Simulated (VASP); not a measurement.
# Tl (Im-3m) in VASP: a series of runs, part 2 of 2

VASP 6.6.1. Earlier steps stand in the parts before.

## Step 3: Single point, PBEsol (volume scaled by 0.88)

INCAR reads:

```
SYSTEM = Tl
PREC = Accurate ; ENCUT = 520
EDIFF = 1E-6 ; ISMEAR = -1
SIGMA = 0.1 ; LREAL = .False.
LASPH = .True. ; NELM = 60
ALGO = Normal ; ISIF = 2
LWAVE = .False. ; LCHARG = .False.
GGA = PS ; NBANDS = 12
```

KPOINTS reads:

```
Automatic mesh
0
Gamma
  13 13 13
  0 0 0
```

POSCAR reads:

```
Tl
1.0
   -1.8461434469      1.8461434469      1.8461434469
    1.8461434469     -1.8461434469      1.8461434469
    1.8461434469      1.8461434469     -1.8461434469
Tl
1
Direct
    0.0000000000      0.0000000000      0.0000000000
```

Potentials or basis: VASP PAW PBE potentials, release 64 (Tl_d).

Run with:

```sh
$ cat potpaw_PBE.64/Tl_d/POTCAR > POTCAR
$ mpirun -np 1 vasp_std > vasp.out
```

OUTCAR:

```text
SYSTEM = Tl
   PREC = Accurate
   ENCUT = 520
   EDIFF = 1E-6
   ISMEAR = -1
   LREAL = .False.
   LASPH = .True.
   NELM = 60
   ISIF = 2
   GGA = PS

 ion  position               nearest neighbor table
   1  0.000  0.000  0.000-

  LATTYP: Found a body centered cubic cell.
 ALAT       =     3.6922868938

  Lattice vectors:

 A1 = (  -1.8461434469,   1.8461434469,   1.8461434469)
 A2 = (   1.8461434469,  -1.8461434469,   1.8461434469)
 A3 = (   1.8461434469,   1.8461434469,  -1.8461434469)

Analysis of symmetry for initial positions (statically):
=====================================================================
 Subroutine PRICEL returns:
 Original cell was already a primitive cell.

 Routine SETGRP: Setting up the symmetry group for a
 body centered cubic supercell.

 Subroutine GETGRP returns: Found 48 space group operations
 (whereof 48 operations were pure point group operations)
 out of a pool of 48 trial point group operations.

The static configuration has the point symmetry O_h .

Analysis of symmetry for dynamics (positions and initial velocities):
=====================================================================
 Subroutine PRICEL returns:
 Original cell was already a primitive cell.

 Routine SETGRP: Setting up the symmetry group for a
 body centered cubic supercell.

 Subroutine GETGRP returns: Found 48 space group operations
 (whereof 48 operations were pure point group operations)
 out of a pool of 48 trial point group operations.

The dynamic configuration has the point symmetry O_h .

 Subroutine INISYM returns: Found 48 space group operations
 (whereof 48 operations are pure point group operations),
 and found     1 'primitive' translations

----------------------------------------------------------------------------------------

                                     Primitive cell
[... 107 lines left out ...]
   IMIX   =      4    mixing-type and parameters
     AMIX     =   0.40;   BMIX     =  1.00
     AMIX_MAG =   1.60;   BMIX_MAG =  1.00
  volume/ion in A,a.u.               =      25.17       169.85
  Fermi-wavevector in a.u.,A,eV,Ry     =   1.313521  2.482196 23.474657  1.725339
  Thomas-Fermi vector in A             =   2.443838
   LORBIT       =      0    0 simple, 1 ext, 2 COOP (PROOUT), +10 PAW based schemes
   GGA     = PS    functional components
   LHFCALC =     F    Hartree Fock is set to
   AEXX    =    0.0000 exact exchange contribution
   IVDW    =     0    specifies the selected vdW correction
   LEPSILON=     F    determine dielectric tensor
   LRPA    =     F    only Hartree local field effects (RPA)
 non-spin polarized calculation
  energy-cutoff  :      520.00
  volume of cell :       25.17
 maximum number of plane-waves:       692
   NGX = 11   NGY = 11   NGZ = 11

 number of electron      13.0000004 magnetization

 Free energy of the ion-electron system (eV)
  ---------------------------------------------------
  ext. energy  EPLUGINS =         0.00000000
  ---------------------------------------------------
  free energy    TOTEN  =        -2.57097226 eV

  energy without entropy =       -2.55521788  energy(sigma->0) =       -2.56309507

 E-fermi :   7.8019     XC(G=0): -11.0232

 val. band max:        7.7639352374   @ k =   0.2308   0.1538   0.1538
 cond. band min:       7.8085818218   @ k =  -0.3846   0.3846   0.1538
 fundamental gap:      0.0446465845
 Fermi energy:         7.8019126314

 k-point     1 :       0.0000    0.0000    0.0000
  band No.  band energies     occupation
      1      -4.0188      2.00000
      2      -4.0188      2.00000
      3      -4.0188      2.00000
      4      -3.4325      2.00000
      5      -3.4325      2.00000
      6      -3.1851      2.00000
      7      20.1287      0.00000
      8      20.1287      0.00000
      9      20.1287      0.00000
     10      20.4142      0.00000
     11      20.4142      0.00000
     12      20.4142      0.00000
[... 331 lines left out ...]
 k-point    24 :       0.2308    0.0769    0.0769
  band No.  band energies     occupation
      1      -4.1792      2.00000
      2      -4.1101      2.00000
      3      -3.5063      2.00000
      4      -3.4504      2.00000
      5      -3.4333      2.00000
      6      -0.2486      2.00000
      7       9.8263      0.00000
      8      13.7161      0.00000
      9      14.7728      0.00000
     10      21.6941      0.00000
     11      21.7447      0.00000
     12      23.8279      0.00000

 [... further k-points ...]
[... 5 lines left out ...]
  --------------------------------------------------------------------------------------
  -------------------------------------------------------------------------------------
  Total        1.0215395      1.0215395      1.0215395     -0.0000000      0.0000000      0.0000000
  in kB       65.0293492     65.0293492     65.0293492     -0.0000000      0.0000000      0.0000000
  external PRESSURE =      65.0293492 kB  Pullay stress =       0.0000000 kB

 VOLUME and BASIS-vectors are now :
 -----------------------------------------------------------------------------
  energy-cutoff  :      520.00
  volume of cell :       25.17
      direct lattice vectors                 reciprocal lattice vectors
    -1.846143447  1.846143447  1.846143447     0.000000000  0.270834859  0.270834859
     1.846143447 -1.846143447  1.846143447     0.270834859  0.000000000  0.270834859
     1.846143447  1.846143447 -1.846143447     0.270834859  0.270834859  0.000000000

 POSITION                                       TOTAL-FORCE (eV/Angst)
 -----------------------------------------------------------------------------------
      0.00000      0.00000      0.00000        -0.000000      0.000000      0.000000
 -----------------------------------------------------------------------------------
    total drift:                               -0.000000      0.000000      0.000000

  FREE ENERGIE OF THE ION-ELECTRON SYSTEM (eV)
  ---------------------------------------------------
  free  energy   TOTEN  =        -2.5709722634 eV

  energy  without entropy=       -2.5552178796  energy(sigma->0) =       -2.56309507
```

stdout:

```text
POSCAR found type information on POSCAR Tl
 POSCAR found :  1 types and       1 ions
 scaLAPACK will be used
 -----------------------------------------------------------------------------
|                                                                             |
|                                                                             |
|     You enforced a specific xc type in the INCAR file but a different       |
|     I HOPE YOU KNOW WHAT YOU ARE DOING!                                     |
|                                                                             |
 -----------------------------------------------------------------------------

 LDA part: xc-table for (Slater+PW92), standard interpolation
 POSCAR, INCAR and KPOINTS ok, starting setup
 FFT: planning ... GRIDC
 FFT: planning ... GRID_SOFT
 FFT: planning ... GRID
 WAVECAR not read
 entering main loop
```

Run time: 10 s. Hardware: 1 thread of Intel Xeon Platinum 8488C (Sapphire Rapids), shared host; peak memory 0.15 GiB.

Results:

| Property | Result |
| --- | --- |
| Free energy | -2.5710 eV |
| Pressure | 6.5 GPa |

Levels at points of the mesh, in eV from the Fermi level:
```
           k point  band 3  band 4  band 5  band 6  band 7  band 8  band 9  band 10
(0.00, 0.00, 0.00)  -11.82  -11.23  -11.23  -10.99   12.33   12.33   12.33    12.61
```

Caveat: the PAW data sets were made with another functional, which shifts forces and pressure a little; spin-orbit coupling is left out, which moves the levels of the heavy elements.

## Step 4: Single point, PBEsol (volume scaled by 0.92)

Changes to INCAR since step 3:

```diff
@@ -4,3 +4,3 @@
 SIGMA = 0.1 ; LREAL = .False.
-LASPH = .True. ; NELM = 60
+LASPH = .True. ; NELM = 80
 ALGO = Normal ; ISIF = 2
```

KPOINTS is that of step 3.

POSCAR reads:

```
Tl
1.0
   -1.8737018897      1.8737018897      1.8737018897
    1.8737018897     -1.8737018897      1.8737018897
    1.8737018897      1.8737018897     -1.8737018897
Tl
1
Direct
    0.0000000000      0.0000000000      0.0000000000
```

Run with:

```sh
$ cat potpaw_PBE.64/Tl_d/POTCAR > POTCAR
$ mpirun -np 1 vasp_std > vasp.out
```

It took 8.6 s on 1 thread of Intel Xeon Platinum 8488C (Sapphire Rapids), shared host; peak memory 0.15 GiB.

Results (log left out):

```yaml
Free_energy: -2.6077 eV
Pressure: 3.7 GPa
```

Levels at points of the mesh, in eV from the Fermi level:
| k point | band 2 | band 3 | band 4 | band 5 | band 6 | band 7 | band 8 | band 9 | band 10 | band 11 |
| --- | --- | --- | --- | --- | --- | --- | --- | --- | --- | --- |
| (0.00, 0.00, 0.00) | -11.72 | -11.72 | -11.19 | -11.19 | -10.63 | 11.81 | 11.81 | 11.81 | 12.53 | 12.53 |

Caveat: the PAW data sets were made with another functional, which shifts forces and pressure a little; spin-orbit coupling is left out, which moves the levels of the heavy elements.

## Step 5: Single point, PBEsol (volume scaled by 0.96)

INCAR reads:

```
SYSTEM = Tl
ALGO = Normal
EDIFF = 1E-7
ENCUT = 520
GGA = PS
ISIF = 2
ISMEAR = -1
LASPH = .TRUE.
LCHARG = .FALSE.
LREAL = .FALSE.
LWAVE = .FALSE.
NBANDS = 12
NELM = 60
PREC = Accurate
SIGMA = 0.1
```

KPOINTS reads:

```
k-points
0
G
  13 13 13
  0 0 0
```

POSCAR reads:

```
Tl
1.0
   -1.9004726764      1.9004726764      1.9004726764
    1.9004726764     -1.9004726764      1.9004726764
    1.9004726764      1.9004726764     -1.9004726764
Tl
1
Direct
    0.0000000000      0.0000000000      0.0000000000
```

Run with:

```sh
$ cat potpaw_PBE.64/Tl_d/POTCAR > POTCAR
$ mpirun -np 1 vasp_std > vasp.out
```

Wall time 8.6 s (1 thread of Intel Xeon Platinum 8488C (Sapphire Rapids), shared host); peak memory 0.15 GiB.

It converged, with:

```
Free energy : -2.6272 eV
Pressure    : 1.6 GPa
```

Levels at points of the mesh, in eV from the Fermi level:
| k point | band 2 | band 3 | band 4 | band 5 | band 6 | band 7 | band 8 | band 9 | band 10 | band 11 |
| --- | --- | --- | --- | --- | --- | --- | --- | --- | --- | --- |
| (0.00, 0.00, 0.00) | -11.64 | -11.64 | -11.16 | -11.16 | -10.32 | 11.32 | 11.32 | 11.32 | 12.45 | 12.45 |

Caveat: the PAW data sets were made with another functional, which shifts forces and pressure a little; spin-orbit coupling is left out, which moves the levels of the heavy elements.

## Step 6: Summary

```csv
cell,k mesh,gap on the mesh (eV),pressure (GPa)
"a = 3.337 Å, angles 109.5°, 1 atom",12 × 12 × 12,none,-0.1
"a = 3.198 Å, angles 109.5°, 1 atom",13 × 13 × 13,none,6.5
"a = 3.245 Å, angles 109.5°, 1 atom",13 × 13 × 13,none,3.7
"a = 3.292 Å, angles 109.5°, 1 atom",13 × 13 × 13,none,1.6
```

Alike in all rows: task single point; level PBEsol; potentials or basis VASP PAW PBE potentials, release 64 (Tl_d); no spin polarisation; cutoff (eV) 520; smearing fermi-dirac 0.1 eV.

Caveats: the PAW data sets were made with another functional, which shifts forces and pressure a little; spin-orbit coupling is left out, which moves the levels of the heavy elements.

Absolute energies hang on the potentials; compare differences alone.
